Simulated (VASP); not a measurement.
Runs of VASP 6.6.1 on NaCl. The structure is that of space group Fm-3m (No. 225), or close to it. The cells are those of the table. 

| task | cell | cutoff (eV) | gap on the mesh (eV) | pressure (GPa) |
| --- | --- | --- | --- | --- |
| single point | a = 3.739 Å, angles 60.0°, 2 atoms | 520 | 5.54 | (a) |
| relaxation of cell and atoms | relaxed to 10 GPa from a = 3.864 Å, angles 60.0°, 2 atoms | 600 | (b) | 10.0 |
| relaxation of cell and atoms | relaxed to 1 GPa from a = 3.864 Å, angles 60.0°, 2 atoms | 600 | 5.21 | 1.0 |
| relaxation of cell and atoms | relaxed to 2 GPa from a = 3.864 Å, angles 60.0°, 2 atoms | 600 | 5.32 | 2.0 |
| relaxation of cell and atoms | relaxed to 7 GPa from a = 3.864 Å, angles 60.0°, 2 atoms | 600 | 5.82 | 7.0 |

Alike in all rows: level LDA; potentials or basis VASP PAW LDA potentials, release 64 (Na_pv, Cl); no spin polarisation; k mesh 8 × 8 × 8; smearing gaussian 0.01 eV.

**Question.** Estimate the missing entries.

**Answer.** (a) 4.0; (b) 6.07.

Caveats: the cell is relaxed towards a set pressure, so the enthalpy falls and the energy may rise (some runs).

